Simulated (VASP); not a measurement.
The system is La3LuO2.

```
La Lu O
1.0
     3.70800    0.00000    0.00000
    -1.85400    3.21122    0.00000
     0.00000    0.00000   11.77365
La Lu O
3 1 2
Cartesian
  0.0000 0.0000 5.8868
  1.8540 1.0704 2.9952
  0.0000 2.1408 8.7784
  3.7080 0.0000 0.0000
  1.8540 1.0704 7.2860
  0.0000 2.1408 4.4876
```

The cell was built from a structure type or drawn by symmetry, and may not be a known phase.

| Item | Value |
| --- | --- |
| Program | VASP 6.6.1 |
| Task | relaxation of cell and atoms |
| Functional | PBE |
| Potentials or basis | VASP PAW PBE potentials, release 64 (La, Lu, O) |
| Cutoff | 600 eV |
| k mesh | 6 × 6 × 2 |
| Occupations | gaussian, width 0.1 eV |
| Spin | no spin polarisation |

At the start: pressure 1.0 GPa; volume 23.37 Å³/atom.

Where does the relaxation end?

Over 7 steps the energy falls by 3.2 meV/atom and the volume is 23.67 Å³/atom (+1.3 %); space group P-3m1 (No. 164, to 0.1 Å) before and after.

Step by step:
```csv
step,energy change (eV),largest force (eV/Å),pressure (GPa),volume (Å³)
1,0.0000,0.0427,0.96,140.19
2,-0.0119,0.0628,-0.56,143.05
3,-0.0121,0.0559,-0.36,142.68
4,-0.0173,0.0532,-0.17,142.33
5,-0.0185,0.0505,-0.02,142.08
6,-0.0185,0.0503,0.00,142.05
7,-0.0190,0.0391,0.04,142.03
```

Final structure:
```
La Lu O
1.0
     3.69050    0.00000    0.00000
    -1.84525    3.19606    0.00000
     0.00000    0.00000   12.04181
La Lu O
3 1 2
Direct
  0.00000 0.00000 0.50000
  0.66667 0.33333 0.25471
  0.33333 0.66667 0.74529
  0.00000 0.00000 0.00000
  0.66667 0.33333 0.61818
  0.33333 0.66667 0.38182
```
